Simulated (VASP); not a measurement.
Input of a VASP 6.6.1 run:

Contents of INCAR:

```
ALGO     = Normal         # electronic algorithm
EDIFF    = 1E-6           # SCF threshold, eV
EDIFFG   = -0.04          # ionic threshold
ENCUT    = 600            # plane-wave cutoff, eV
GGA      = PE             # functional
IBRION   = 2              # ionic algorithm
ISIF     = 3              # what is computed and relaxed
ISMEAR   = 0              # smearing method
LASPH    = T              # aspherical terms in the spheres
LCHARG   = F              # write CHGCAR
LREAL    = F              # projectors in reciprocal space
LWAVE    = F              # write WAVECAR
NELM     = 100            # most SCF steps
NSW      = 90             # ionic steps
PREC     = Accurate       # precision mode
SIGMA    = 0.1            # smearing width, eV
```

File KPOINTS:

```
k-points
0
Gamma
  4 4 4
```

Contents of POSCAR:

```
LiNb3P
1.0
    4.5609238500      0.0000000000      0.0000000000
    0.0000000000      4.5609238500      0.0000000000
    0.0000000000      0.0000000000      4.5609238500
Li Nb P
1 3 1
Direct
    0.0000000000      0.0000000000      0.0000000000
    0.0000000000      0.5000000000      0.5000000000
    0.5000000000      0.0000000000      0.5000000000
    0.5000000000      0.5000000000      0.0000000000
    0.5000000000      0.5000000000      0.5000000000
```

Potentials or basis: VASP PAW PBE potentials, release 64 (Li_sv, Nb_sv, P).

Command:

```console
$ cat potpaw_PBE.64/Li_sv/POTCAR potpaw_PBE.64/Nb_sv/POTCAR potpaw_PBE.64/P/POTCAR > POTCAR
$ mpirun -np 1 vasp_std > vasp.out
```

Task: Estimate the relaxed volume.

Result: 20.18 Å³/atom.

Task: Estimate the space group after relaxing (to 0.05 Å).

Result: Pm-3m (No. 221).

Task: What does it give for the relaxed cell?

Result: a = 4.656 Å, b = 4.656 Å, c = 4.656 Å, α = 90.00°, β = 90.00°, γ = 90.00°.

Final structure:
```cif
data_structure
_symmetry_space_group_name_H-M 'P 1'
_symmetry_Int_Tables_number 1
_cell_length_a 4.6557
_cell_length_b 4.6557
_cell_length_c 4.6557
_cell_angle_alpha 90.000
_cell_angle_beta 90.000
_cell_angle_gamma 90.000
_cell_volume 100.92
loop_
_atom_site_label
_atom_site_type_symbol
_atom_site_fract_x
_atom_site_fract_y
_atom_site_fract_z
_atom_site_occupancy
Li1 Li 0.00000 0.00000 0.00000 1
Nb1 Nb 0.00000 0.50000 0.50000 1
Nb2 Nb 0.50000 0.00000 0.50000 1
Nb3 Nb 0.50000 0.50000 0.00000 1
P1 P 0.50000 0.50000 0.50000 1
```

Caveat: the cutoff is under 1.25 times the usual one of these potentials, so pressure, stress and relaxed cells hold a basis-set (Pulay) error.
